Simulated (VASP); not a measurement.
The system is YF.

```
Y F
1.0
     3.91428    0.00000    0.00000
     0.00000    3.91428    0.00000
     0.00000    0.00000    5.53563
Y F
2 2
Direct
  0.50000 0.00000 0.75000
  0.00000 0.50000 0.25000
  0.00000 0.00000 0.00000
  0.50000 0.50000 0.00000
```

This cell differs from its parent crystal: atoms taken out.

| Item | Value |
| --- | --- |
| Program | VASP 6.6.1 |
| Task | relaxation of cell and atoms |
| Functional | PBE |
| Potentials or basis | VASP PAW PBE potentials, release 64 (Y_sv, F) |
| Cutoff | 600 eV |
| k mesh | 4 × 4 × 4 |
| Occupations | gaussian, width 0.1 eV |
| Spin | no spin polarisation |

At the start: pressure -3.0 GPa; volume 21.20 Å³/atom.

How do energy, volume and symmetry change on relaxing?

Over 9 steps the energy falls by 49.2 meV/atom and the volume is 19.73 Å³/atom (-7.0 %); space group P4/nmm (No. 129, to 0.1 Å) before and after.

The path:
| step | energy change (eV) | largest force (eV/Å) | pressure (GPa) | volume (Å³) |
| --- | --- | --- | --- | --- |
| 1 | 0.0000 | 0.8146 | -3.02 | 84.81 |
| 2 | -0.1200 | 0.6182 | 0.23 | 80.00 |
| 3 | -0.1344 | 0.4865 | 2.03 | 77.88 |
| 4 | -0.1813 | 0.2599 | 0.33 | 78.62 |
| 5 | -0.1813 | 0.2668 | 0.31 | 78.62 |
| 6 | -0.1937 | 0.1289 | -0.28 | 79.18 |
| 7 | -0.1954 | 0.0617 | -0.58 | 79.48 |
| 8 | -0.1963 | 0.0664 | 0.31 | 78.58 |
| 9 | -0.1967 | 0.0191 | -0.02 | 78.90 |

Final structure:
```yaml
crystal:
  lattice:
    - [3.71079, 0.00000, 0.00000]
    - [0.00000, 3.71079, 0.00000]
    - [0.00000, 0.00000, 5.73016]
  atoms:
    - { symbol: Y, position: [0.50000, 0.00000, 0.73434] }
    - { symbol: Y, position: [0.00000, 0.50000, 0.26566] }
    - { symbol: F, position: [0.00000, 0.00000, 0.00000] }
    - { symbol: F, position: [0.50000, 0.50000, 0.00000] }
```

Caveat: the k points lie up to 0.42 Å⁻¹ apart in the final cell; the cell differs from its parent crystal (atoms taken out).
